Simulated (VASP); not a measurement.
# YI (P-3m1) in VASP: further runs

YI is run at these levels: LDA; tasks: single point.

Program: VASP 6.6.1. These are calculated values, not measurements. Logs are shortened: lines on timing, memory, paths and dates and some standing lists are left out, and cuts for length are marked.

### 1 The cell of the first run

Symmetry: P-3m1, No. 164, trigonal system. Conventional cell: a = 3.610 Å, b = 3.610 Å, c = 10.111 Å, α = 90.00°, β = 90.00°, γ = 120.00°. Within 3.8 Å of Y (site symmetry 3m) lie 3 I at 2.86 Å and 9 Y at 3.30 to 3.61 Å. I (site symmetry 3m) has 3 Y at 2.86 Å and 6 I at 3.61 Å within 3.8 Å.

### 2 Single point, LDA, collinear spin (28.53 Å³/atom)

The input, INCAR:

```
SYSTEM = YI
ALGO     = Normal         ! electronic algorithm
EDIFF    = 1E-6           ! SCF threshold, eV
ENCUT    = 520            ! plane-wave cutoff, eV
ISIF     = 2              ! what is computed and relaxed
ISMEAR   = -1             ! smearing method
ISPIN    = 2              ! spin polarisation
LASPH    = .TRUE.         ! aspherical terms in the spheres
LCHARG   = .TRUE.         ! write CHGCAR
LELF     = .TRUE.         ! ELF
LMAXMIX  = 4              ! l up to which the mixer works
LORBIT   = 11             ! projections on sites
LREAL    = .FALSE.        ! projectors in reciprocal space
LVHAR    = .TRUE.       
LWAVE    = .FALSE.        ! write WAVECAR
MAGMOM   = 0.6 0.6 0 0    ! initial moments
NBANDS   = 30             ! bands
NELM     = 150            ! most SCF steps
PREC     = Accurate       ! precision mode
SIGMA    = 0.05           ! smearing width, eV
```

The input, KPOINTS:

```
k-points
0
G
  7 7 3
  0 0 0
```

The input, POSCAR:

```
YI
1.0
    3.6101444505      0.0000000000      0.0000000000
   -1.8050722252      3.1264768054      0.0000000000
    0.0000000000      0.0000000000     10.1109140478
Y I
2 2
Direct
    0.6666666667      0.3333333333      0.6267270000
    0.3333333333      0.6666666667      0.3732730000
    0.3333333333      0.6666666667      0.8199750000
    0.6666666667      0.3333333333      0.1800250000
```

Potentials or basis: VASP PAW LDA potentials, release 64 (Y_sv, I).

Started as:

```console
$ cat potpaw_LDA.64/Y_sv/POTCAR potpaw_LDA.64/I/POTCAR > POTCAR
$ mpirun -np 1 vasp_std > vasp.out
```

OUTCAR:

```text
SYSTEM = YI
   EDIFF = 1E-6
   ENCUT = 520
   ISIF = 2
   ISMEAR = -1
   ISPIN = 2
   LASPH = .TRUE.
   LORBIT = 11
   LREAL = .FALSE.
   NELM = 150
   PREC = Accurate

 ion  position               nearest neighbor table
   1  0.667  0.333  0.627-   3 2.86   3 2.86   3 2.86   2 3.30   2 3.30   2 3.30
   2  0.333  0.667  0.373-   4 2.86   4 2.86   4 2.86   1 3.30   1 3.30   1 3.30
   3  0.333  0.667  0.820-   1 2.86   1 2.86   1 2.86
   4  0.667  0.333  0.180-   2 2.86   2 2.86   2 2.86

  LATTYP: Found a hexagonal cell.
 ALAT       =     3.6101444505
 C/A-ratio  =     2.8006951485

  Lattice vectors:

 A1 = (   3.6101444505,   0.0000000000,   0.0000000000)
 A2 = (  -1.8050722252,   3.1264768054,   0.0000000000)
 A3 = (   0.0000000000,   0.0000000000,  10.1109140478)

Analysis of symmetry for initial positions (statically):
=====================================================================
 Subroutine PRICEL returns:
 Original cell was already a primitive cell.

 Routine SETGRP: Setting up the symmetry group for a
 hexagonal supercell.

 Subroutine GETGRP returns: Found 12 space group operations
 (whereof 12 operations were pure point group operations)
 out of a pool of 24 trial point group operations.

The static configuration has the point symmetry D_3d.

Analysis of symmetry for dynamics (positions and initial velocities):
=====================================================================
 Subroutine PRICEL returns:
 Original cell was already a primitive cell.

 Routine SETGRP: Setting up the symmetry group for a
 hexagonal supercell.

 Subroutine GETGRP returns: Found 12 space group operations
 (whereof 12 operations were pure point group operations)
 out of a pool of 24 trial point group operations.

The dynamic configuration has the point symmetry D_3d.

Analysis of structural, dynamic, and magnetic symmetry:
=====================================================================
 Subroutine PRICEL returns:
 Original cell was already a primitive cell.

 Routine SETGRP: Setting up the symmetry group for a
 hexagonal supercell.

 Subroutine GETGRP returns: Found 12 space group operations
 (whereof 12 operations were pure point group operations)
 out of a pool of 24 trial point group operations.

The overall configuration has the point symmetry D_3d.

 Subroutine INISYM returns: Found 12 space group operations
 (whereof 12 operations are pure point group operations),
 and found     1 'primitive' translations

[... 124 lines left out ...]
 spin polarized calculation
  energy-cutoff  :      520.00
  volume of cell :      114.12
 maximum number of plane-waves:      3104
 NGX is ok and might be reduce to    28
   NGX = 13   NGY = 13   NGZ = 37

 number of electron      36.0000002 magnetization       0.0001433

 Free energy of the ion-electron system (eV)
  ---------------------------------------------------
  ext. energy  EPLUGINS =         0.00000000
  ---------------------------------------------------
  free energy    TOTEN  =       -20.73282025 eV

  energy without entropy =      -20.70279839  energy(sigma->0) =      -20.71780932

 E-fermi :   5.6528     XC(G=0): -10.0329

 val. band max:        5.5915185837   @ k =   0.0000   0.4286   0.3333
 cond. band min:       5.6659222039   @ k =   0.1429  -0.0000   0.0000
 fundamental gap:      0.0744036202
 Fermi energy:         5.6527527988

 spin component 1

 k-point     1 :       0.0000    0.0000    0.0000
  band No.  band energies     occupation
      1     -36.3220      1.00000
      2     -36.2327      1.00000
      3     -16.9047      1.00000
      4     -16.3957      1.00000
      5     -16.3288      1.00000
      6     -16.3288      1.00000
[... 649 lines left out ...]
     29      12.2800      0.00000
     30      13.3912      0.00000
 Fermi energy:         5.6527527988

 spin component 2

 k-point     1 :       0.0000    0.0000    0.0000
  band No.  band energies     occupation
      1     -36.3220      1.00000
      2     -36.2327      1.00000
      3     -16.9047      1.00000
      4     -16.3956      1.00000
      5     -16.3288      1.00000
      6     -16.3288      1.00000
[... 649 lines left out ...]
     29      12.2800      0.00000
     30      13.3915      0.00000

------------------------ aborting loop because EDIFF is reached ----------------------------------------

  FORCE on cell =-STRESS in cart. coord.  units (eV):
  Direction    XX          YY          ZZ          XY          YZ          ZX
  --------------------------------------------------------------------------------------
  -------------------------------------------------------------------------------------
  Total        7.5450530      7.5450530      9.1014187      0.0000000     -0.0000000     -0.0000000
  in kB      105.9260234    105.9260234    127.7760520      0.0000000     -0.0000000     -0.0000000
  external PRESSURE =     113.2093662 kB  Pullay stress =       0.0000000 kB

 VOLUME and BASIS-vectors are now :
 -----------------------------------------------------------------------------
  energy-cutoff  :      520.00
  volume of cell :      114.12
      direct lattice vectors                 reciprocal lattice vectors
     3.610144450  0.000000000  0.000000000     0.276997226  0.159924423  0.000000000
    -1.805072225  3.126476805  0.000000000     0.000000000  0.319848847  0.000000000
     0.000000000  0.000000000 10.110914048     0.000000000  0.000000000  0.098903026

 POSITION                                       TOTAL-FORCE (eV/Angst)
 -----------------------------------------------------------------------------------
      1.80507      1.04216      6.33678         0.000000     -0.000000     -0.820506
     -0.00000      2.08432      3.77413        -0.000000      0.000000      0.820506
     -0.00000      2.08432      8.29070         0.000000     -0.000000      1.827129
      1.80507      1.04216      1.82022        -0.000000      0.000000     -1.827129
 -----------------------------------------------------------------------------------
    total drift:                                0.000000     -0.000000      0.000000

  FREE ENERGIE OF THE ION-ELECTRON SYSTEM (eV)
  ---------------------------------------------------
  free  energy   TOTEN  =       -20.7328202454 eV

  energy  without entropy=      -20.7027983893  energy(sigma->0) =      -20.71780932

 total charge

# of ion       s       p       d       f       tot
--------------------------------------------------
    1        2.244   6.421   1.194   0.039   9.897
    2        2.244   6.421   1.194   0.039   9.897
    3        1.518   2.860   0.048   0.000   4.426
    4        1.518   2.860   0.048   0.000   4.426
--------------------------------------------------
tot          7.522  18.561   2.485   0.079  28.647

 magnetization (x)

# of ion       s       p       d       f       tot
--------------------------------------------------
    1        0.000   0.000   0.000   0.000   0.000
    2        0.000   0.000   0.000   0.000   0.000
    3        0.000  -0.000   0.000   0.000  -0.000
    4        0.000  -0.000   0.000   0.000  -0.000
--------------------------------------------------
tot          0.000   0.000   0.000   0.000   0.000
```

stdout:

```text
POSCAR found type information on POSCAR Y I
 POSCAR found :  2 types and       4 ions
 scaLAPACK will be used
 LDA part: xc-table for (Slater(with rela. corr.)+CA(PZ))
 , standard interpolation
 POSCAR, INCAR and KPOINTS ok, starting setup
 FFT: planning ... GRIDC
 FFT: planning ... GRID_SOFT
 FFT: planning ... GRID
 WAVECAR not read
 entering main loop
```

Run time: 71 s. Hardware: 1 thread of Intel Xeon 6975P-C (Granite Rapids), shared host; peak memory 0.28 GiB.

What came out:

| Item | Value |
| --- | --- |
| Free energy | -20.7328 eV |
| Pressure | 11.3 GPa |
| Largest force | 1.827 eV/Å |
| Band gap on the k mesh | zero (filled and empty bands overlap) |
| Net moment | 0.00 μB per cell |
| Valence electrons inside the program's atomic spheres | Y 9.90; I 4.43 |

Forces in eV/Å, atoms in the order of the input:
```
Y    0.000  0.000 -0.821
Y    0.000  0.000  0.821
I    0.000  0.000  1.827
I    0.000  0.000 -1.827
```

Caveat: the cell stands under pressure; spin-orbit coupling is left out, which moves the levels of the heavy elements; forces of over 1 eV/Å act on the atoms, so gaps and moduli don't describe the material at rest.

### 3 Single point, LDA, collinear spin (30.78 Å³/atom)

This run uses another cell than the first one, of 30.78 Å³/atom.

The input, INCAR:

```
  ALGO = Normal
  EDIFF = 1E-7
  ENCUT = 520
  GGA = CA
  ISIF = 2
  ISMEAR = -1
  ISPIN = 2
  LASPH = T
  LCHARG = F
  LMAXMIX = 4
  LORBIT = 11
  LREAL = F
  LWAVE = F
  MAGMOM = 0.6 0.6 0 0
  NBANDS = 30
  NELM = 150
  PREC = Accurate
  SIGMA = 0.05
```

The input, KPOINTS:

```
k-points
0
Gamma
  7 7 3
```

The input, POSCAR:

```
YI
1.0
    3.7027523489      0.0000000000      0.0000000000
   -1.8513761744      3.2066775980      0.0000000000
    0.0000000000      0.0000000000     10.3702805396
Y I
2 2
Direct
    0.6666666667      0.3333333333      0.6267270000
    0.3333333333      0.6666666667      0.3732730000
    0.3333333333      0.6666666667      0.8199750000
    0.6666666667      0.3333333333      0.1800250000
```

Potentials or basis: VASP PAW LDA potentials, release 64 (Y_sv, I).

Started as:

```console
$ cat potpaw_LDA.64/Y_sv/POTCAR potpaw_LDA.64/I/POTCAR > POTCAR
$ mpirun -np 1 vasp_std > vasp.out
```

Run time: 80 s. Hardware: 1 thread of Intel Xeon 6975P-C (Granite Rapids), shared host; peak memory 0.28 GiB.

The run converged. Its results:

```yaml
Free_energy: -21.2016 eV
Pressure: 5.7 GPa
Largest_force: 1.048 eV/Å
Band_gap_on_the_k_mesh: zero (filled and empty bands overlap)
Net_moment: 0.00 μB per cell
Valence_electrons_inside_the_program's_atomic_spheres: Y 9.72; I 4.39
```

Forces on the atoms (eV/Å):
```
Y    0.000  0.000 -0.340
Y    0.000  0.000  0.340
I    0.000  0.000  1.048
I    0.000  0.000 -1.048
```

Stress tensor (GPa, compression positive):
```
5.08 0.00 0.00
0.00 5.08 0.00
0.00 0.00 6.84
```

Levels at points of the mesh, in eV from the Fermi level:
Spin up:
```
           k point  band 16  band 17  band 18  band 19  band 20  band 21
(0.00, 0.00, 0.00)    -1.70    -1.70    -0.09     1.60     1.60     1.64
```
Spin down:
| k point | band 16 | band 17 | band 18 | band 19 | band 20 | band 21 |
| --- | --- | --- | --- | --- | --- | --- |
| (0.00, 0.00, 0.00) | -1.70 | -1.70 | -0.09 | 1.60 | 1.60 | 1.64 |

Caveat: the cell stands under pressure; spin-orbit coupling is left out, which moves the levels of the heavy elements; forces of over 1 eV/Å act on the atoms, so gaps and moduli don't describe the material at rest.

### 4 Single point, LDA, collinear spin (33.04 Å³/atom)

This run uses another cell than the first one, of 33.04 Å³/atom.

The input, INCAR:

```
SYSTEM = YI
  ALGO = Normal
  EDIFF = 1E-6
  ENCUT = 520
  ISIF = 2
  ISMEAR = -1
  ISPIN = 2
  LASPH = .TRUE.
  LCHARG = .TRUE.
  LELF = .TRUE.
  LMAXMIX = 4
  LORBIT = 11
  LREAL = .FALSE.
  LVHAR = .TRUE.
  LWAVE = .FALSE.
  MAGMOM = 0.6 0.6 0 0
  NBANDS = 30
  NELM = 150
  PREC = Accurate
  SIGMA = 0.05
```

The input, KPOINTS:

```
k-points
0
G
  7 7 3
  0 0 0
```

The input, POSCAR:

```
YI
1.0
    3.7909460686      0.0000000000      0.0000000000
   -1.8954730343      3.2830555997      0.0000000000
    0.0000000000      0.0000000000     10.6172842624
Y I
2 2
Direct
    0.6666666667      0.3333333333      0.6267270000
    0.3333333333      0.6666666667      0.3732730000
    0.3333333333      0.6666666667      0.8199750000
    0.6666666667      0.3333333333      0.1800250000
```

Started as:

```console
$ cat potpaw_LDA.64/Y_sv/POTCAR potpaw_LDA.64/I/POTCAR > POTCAR
$ mpirun -np 1 vasp_std > vasp.out
```

Run time: 1.8 min. Hardware: 1 thread of Intel Xeon 6975P-C (Granite Rapids), shared host; peak memory 0.29 GiB.

Results (log left out):

```
Free energy                                           : -21.4019 eV
Pressure                                              : 1.7 GPa
Largest force                                         : 0.451 eV/Å
Band gap on the k mesh                                : zero (filled and empty bands overlap)
Net moment                                            : 0.01 μB per cell
Valence electrons inside the program's atomic spheres : Y 9.58; I 4.37
```

Forces in eV/Å, atoms in the order of the input:
```
Y    0.000  0.000 -0.023
Y    0.000  0.000  0.023
I    0.000  0.000  0.451
I    0.000  0.000 -0.451
```

Stress tensor (GPa, compression positive):
```
1.25 0.00 0.00
0.00 1.25 0.00
0.00 0.00 2.53
```

Levels at points of the mesh, in eV from the Fermi level:
Spin up:
| k point | band 16 | band 17 | band 18 | band 19 | band 20 | band 21 |
| --- | --- | --- | --- | --- | --- | --- |
| (0.00, 0.00, 0.00) | -1.80 | -1.80 | -0.12 | 1.51 | 1.51 | 1.58 |
Spin down:
```
           k point  band 14  band 15  band 16  band 17  band 18  band 19  band 20  band 21  band 22  band 23
(0.00, 0.00, 0.00)    -1.82    -1.82    -1.80    -1.80    -0.12     1.52     1.52     1.59     1.98     1.98
```

Caveat: spin-orbit coupling is left out, which moves the levels of the heavy elements.

### 5 Single point, LDA, collinear spin (33.04 Å³/atom)

This run uses another cell than the first one, of 33.04 Å³/atom.

The input, INCAR:

```
  PREC = Accurate
  ENCUT = 520
  EDIFF = 1E-6
  ISMEAR = -1
  SIGMA = 0.05
  LREAL = F
  LASPH = T
  NELM = 150
  ALGO = Normal
  ISIF = 2
  LWAVE = F
  LCHARG = F
  ISPIN = 2
  MAGMOM = 0.6 0.6 0 0
  LORBIT = 11
  LMAXMIX = 4
  GGA = CA
  NBANDS = 30
```

The input, KPOINTS:

```
Automatic mesh
0
Gamma
  7 7 3
```

POSCAR is that of step 4.

Started as:

```console
$ cat potpaw_LDA.64/Y_sv/POTCAR potpaw_LDA.64/I/POTCAR > POTCAR
$ mpirun -np 1 vasp_std > vasp.out
```

Run time: 1.8 min. Hardware: 1 thread of Intel Xeon 6975P-C (Granite Rapids), shared host; peak memory 0.29 GiB.

It converged, with:

```
Free energy                                           : -21.4019 eV
Pressure                                              : 1.7 GPa
Largest force                                         : 0.451 eV/Å
Band gap on the k mesh                                : zero (filled and empty bands overlap)
Net moment                                            : 0.01 μB per cell
Valence electrons inside the program's atomic spheres : Y 9.58; I 4.37
```

Forces on the atoms (eV/Å):
```
Y    0.000  0.000 -0.023
Y    0.000  0.000  0.023
I    0.000  0.000  0.451
I    0.000  0.000 -0.451
```

Stress tensor (GPa, compression positive):
```
1.25 0.00 0.00
0.00 1.25 0.00
0.00 0.00 2.53
```

Levels at points of the mesh, in eV from the Fermi level:
Spin up:
| k point | band 15 | band 16 | band 17 | band 18 | band 19 | band 20 | band 21 | band 22 |
| --- | --- | --- | --- | --- | --- | --- | --- | --- |
| (0.00, 0.00, 0.00) | -1.82 | -1.80 | -1.80 | -0.12 | 1.51 | 1.51 | 1.58 | 1.98 |
Spin down:
```csv
k point,band 14,band 15,band 16,band 17,band 18,band 19,band 20,band 21,band 22,band 23
"(0.00, 0.00, 0.00)",-1.82,-1.82,-1.80,-1.80,-0.12,1.52,1.52,1.59,1.98,1.98
```

Caveat: spin-orbit coupling is left out, which moves the levels of the heavy elements.

### 6 Overview

| cell | gap on the mesh (eV) | pressure (GPa) | moment (μB) | largest force (eV/Å) |
| --- | --- | --- | --- | --- |
| a = 3.610, b = 3.610, c = 10.111 Å, angles 90.0, 90.0, 120.0°, 4 atoms | none | 11.3 | 0.00 | 1.83 |
| a = 3.703, b = 3.703, c = 10.370 Å, angles 90.0, 90.0, 120.0°, 4 atoms | none | 5.7 | 0.00 | 1.05 |
| a = 3.791, b = 3.791, c = 10.617 Å, angles 90.0, 90.0, 120.0°, 4 atoms | none | 1.7 | 0.01 | 0.45 |

Alike in all rows: task single point; level LDA; potentials or basis VASP PAW LDA potentials, release 64 (Y_sv, I); spin collinear; k mesh 7 × 7 × 3; cutoff (eV) 520; smearing fermi-dirac 0.05 eV.

Caveats: spin-orbit coupling is left out, which moves the levels of the heavy elements; the cell stands under pressure (at least some runs); forces of over 1 eV/Å act on the atoms, so gaps and moduli don't describe the material at rest (at least some runs).

Absolute energies hang on the potentials; compare differences alone.

The gap in the log of VASP goes by the Fermi energy; the results here count the filled bands.